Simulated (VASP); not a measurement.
Here is a VASP 6.6.1 calculation.

INCAR

```
PREC = Accurate
ENCUT = 520
EDIFF = 1E-6
ISMEAR = -1
SIGMA = 0.05
LREAL = False
LASPH = True
NELM = 60
ALGO = Normal
ISIF = 2
LWAVE = False
LCHARG = False
GGA = CA
NBANDS = 28
```

The input KPOINTS:

```
Automatic mesh
0
Gamma
  9 9 9
```

POSCAR

```
BaTiO3
1.0
    2.8276681575      1.6325549719      2.2481996598
   -2.8276681575      1.6325549719      2.2481996598
    0.0000000000     -3.2651099438      2.2481996598
Ba Ti O
1 1 3
Direct
    0.0000000000      0.0000000000      0.0000000000
    0.5140000000      0.5140000000      0.5140000000
    0.4916000000      0.4916000000      0.9815000000
    0.4916000000      0.9815000000      0.4916000000
    0.9815000000      0.4916000000      0.4916000000
```

Potentials or basis: VASP PAW LDA potentials, release 64 (Ba_sv, Ti_sv, O).

The run is started by

```bash
$ cat potpaw_LDA.64/Ba_sv/POTCAR potpaw_LDA.64/Ti_sv/POTCAR potpaw_LDA.64/O/POTCAR > POTCAR
$ mpirun -np 1 vasp_std > vasp.out
```

**Question.** Predict the largest force.

**Answer.** 0.402 eV/Å.

**Question.** Estimate the band gap on the k mesh.

**Answer.** 2.35 eV, indirect (least direct gap 2.72 eV).

Stress tensor (GPa, compression positive):
```
-0.86  0.00  0.00
 0.00 -0.86  0.00
 0.00  0.00  6.12
```

Caveat: the cell differs from its parent crystal (zz strain of -3 %); spin-orbit coupling is left out, which moves the levels of the heavy elements. A k mesh can miss the band edges.
